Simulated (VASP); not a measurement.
A run of VASP 6.6.1 is set up as follows.

The input INCAR:

```
SYSTEM = PbS
PREC = Accurate ; ENCUT = 520
EDIFF = 1E-6 ; ISMEAR = -1
SIGMA = 0.05 ; LREAL = .FALSE.
LASPH = .TRUE. ; NELM = 80
ALGO = Normal ; ISIF = 2
LWAVE = .FALSE. ; LCHARG = .FALSE.
GGA = RE ; IVDW = 12
NBANDS = 17
```

KPOINTS

```
Automatic mesh
0
G
  8 8 8
  0 0 0
```

Contents of POSCAR:

```
PbS
1.0
    0.0000000000      2.9586876705      2.9586876705
    2.9586876705      0.0000000000      2.9586876705
    2.9586876705      2.9586876705      0.0000000000
Pb S
1 1
Direct
    0.0000000000      0.0000000000      0.0000000000
    0.5000000000      0.5000000000      0.5000000000
```

Potentials or basis: VASP PAW PBE potentials, release 64 (Pb_d, S).

Run with:

```bash
$ cat potpaw_PBE.64/Pb_d/POTCAR potpaw_PBE.64/S/POTCAR > POTCAR
$ mpirun -np 1 vasp_std > vasp.out
```

(1) What does it give for the band gap on the k mesh?

(2) Predict the dispersion energy per atom.

Answers

(1) 0.41 eV, direct.

(2) -0.652 eV.

Caveat: spin-orbit coupling is left out, which moves the levels of the heavy elements.
